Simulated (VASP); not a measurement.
Here is a VASP 6.6.1 calculation.

Contents of INCAR:

```
SYSTEM = Na7H8
PREC = Accurate
ENCUT = 520
EDIFF = 1E-6
ISMEAR = 1
SIGMA = 0.15
LREAL = Auto
LASPH = .True.
NELM = 80
ALGO = Normal
ISIF = 2
LWAVE = .False.
LCHARG = .True.
GGA = PE
LELF = .True.
LVHAR = .True.
NBANDS = 42
```

The input KPOINTS:

```
Automatic mesh
0
Gamma
  3 3 3
  0 0 0
```

File POSCAR:

```
Na7H8
1.0
    0.0000000000      4.8511220000      4.8511220000
    4.8511220000      0.0000000000      4.8511220000
    4.8511220000      4.8511220000      0.0000000000
H Na
8 7
Direct
    0.2563500774      0.2299126882      0.2566992749
    0.2894436586      0.2478677098      0.7109030653
    0.2427924921      0.7678001089      0.2431662201
    0.2713798993      0.7583960989      0.7287256433
    0.7106352922      0.2479458360      0.2897054537
    0.7572088478      0.2535004273      0.7575838126
    0.7286068048      0.7582566466      0.2718549441
    0.7436037478      0.7427051927      0.7439251167
    0.0003258009     -0.0150110634      0.5283156144
    0.0000479271      0.1177215292      0.0003012705
   -0.0003562063      0.5134078261      0.4721433516
    0.5291365585     -0.0157070880      0.0003110621
    0.4999719652     -0.0037527401      0.5002869439
    0.4709659951      0.5134464769      0.0002895207
    0.4999859826      0.5055646920      0.5003751709
```

Potentials or basis: VASP PAW PBE potentials, release 64 (H, Na_pv).

Launch:

```bash
$ cat potpaw_PBE.64/H/POTCAR potpaw_PBE.64/Na_pv/POTCAR > POTCAR
$ mpirun -np 1 vasp_std > vasp.out
```

Task: Estimate the pressure.

Result: -0.1 GPa.

Task: Predict the largest force.

Result: 0.254 eV/Å.

Stress tensor (GPa, compression positive):
```
-0.02  0.00 -0.50
 0.00 -0.39  0.00
-0.50  0.00 -0.03
```

Caveat: the k points lie up to 0.37 Å⁻¹ apart.
